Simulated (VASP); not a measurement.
Write the native input for VASP 6.6.1 that does the following.

```yaml
Task: single point
Functional: r2SCAN
Potentials_or_basis: VASP PAW PBE potentials, release 64 (Ni_sv_GW)
Cutoff: 760 eV
k_mesh: 12 × 12 × 7
Occupations: fermi-dirac, width 0.05 eV
Spin: collinear spin, ferromagnetic start
Starting_moments: "[1.0, 1.0] μB"
Dipole_correction: no
Further_INCAR_settings: ALGO = Normal; EDIFF = 1e-06; NBANDS = 29
```

Ni:

```
Ni
1.0
     2.48024    0.00000    0.00000
    -1.24012    2.14795    0.00000
     0.00000    0.00000    4.12640
Ni
2
Direct
  0.66667 0.33333 0.75000
  0.33333 0.66667 0.25000
```

This isn't the form of Ni at room conditions, which is fcc.

One way to write it, as run:

POSCAR

```
Ni
1.0
    2.4802374197      0.0000000000      0.0000000000
   -1.2401187098      2.1479486129      0.0000000000
    0.0000000000      0.0000000000      4.1264032895
Ni
2
Direct
    0.6666666667      0.3333333333      0.7500000000
    0.3333333333      0.6666666667      0.2500000000
```

INCAR.step1

```
ALGO = Normal ; EDIFF = 1E-5
ENCUT = 760 ; GGA = PE
GGA_COMPAT = F ; ISMEAR = -1
ISPIN = 2 ; LASPH = T
LCHARG = F ; LMAXMIX = 4
LREAL = F ; LWAVE = T
MAGMOM = 1 1 ; NBANDS = 29
NELM = 200 ; PREC = Accurate
SIGMA = 0.05
```

INCAR.step2

```
ALGO = Normal ; EDIFF = 1E-6
ENCUT = 760 ; GGA_COMPAT = F
ISIF = 2 ; ISMEAR = -1
ISPIN = 2 ; ISTART = 1
LASPH = T ; LCHARG = F
LMAXMIX = 4 ; LMIXTAU = T
LORBIT = 11 ; LREAL = F
LWAVE = F ; MAGMOM = 1 1
METAGGA = R2SCAN ; NBANDS = 29
NELM = 200 ; PREC = Accurate
SIGMA = 0.05
```

KPOINTS

```
k-points
0
Gamma
  12 12 7
```

Potentials or basis: VASP PAW PBE potentials, release 64 (Ni_sv_GW).

Command:

```sh
$ cat potpaw_PBE.64/Ni_sv_GW/POTCAR > POTCAR
$ cp INCAR.step1 INCAR
$ mpirun -np 1 vasp_std > vasp.out
$ cp INCAR.step2 INCAR
$ mpirun -np 1 vasp_std > vasp.out
```

Results of the run:

```
Pressure                                              : -8.5 GPa
Net moment                                            : 1.53 μB per cell
Site moments                                          : Ni +0.84 μB
Valence electrons inside the program's atomic spheres : Ni 16.34
```

Caveat: the cell stands under tension; the PAW data sets were made with another functional, which shifts forces and pressure a little.

Run time: 13 min on 1 thread of AMD EPYC 7R13 Processor (Zen 3) (shared host), peak memory 0.27 GiB.
